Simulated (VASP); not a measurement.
Runs of VASP 6.6.1 on LiH. The structure is that of space group Fm-3m (No. 225), or close to it. The cells are those of the table. 

| cell | gap on the mesh (eV) |
| --- | --- |
| a = 2.871, b = 2.871, c = 2.900 Å, angles 59.7, 59.7, 60.7°, 2 atoms | (b) |
| a = 2.876, b = 2.876, c = 2.890 Å, angles 59.8, 59.8, 60.3°, 2 atoms | 3.51 |
| a = 2.890, b = 2.890, c = 2.861 Å, angles 60.3, 60.3, 59.3°, 2 atoms | 3.38 |
| a = 2.885, b = 2.885, c = 2.871 Å, angles 60.2, 60.2, 59.7°, 2 atoms | 3.49 |
| a = 2.880 Å, angles 60.0°, 2 atoms | 3.61 |
| a = 2.896, b = 2.896, c = 2.852 Å, angles 60.5, 60.5, 59.0°, 2 atoms | 3.27 |
| a = 2.867, b = 2.867, c = 2.909 Å, angles 59.5, 59.5, 61.0°, 2 atoms | (a) |

Alike in all rows: task single point; level r2SCAN; potentials or basis VASP PAW PBE potentials, release 64 (Li_sv, H); no spin polarisation; k mesh 8 × 8 × 8; cutoff (eV) 520; smearing gaussian 0.05 eV.

Task: Fill in the values left out.

Result: (a) 3.33; (b) 3.42.

A k mesh can miss the band edges.
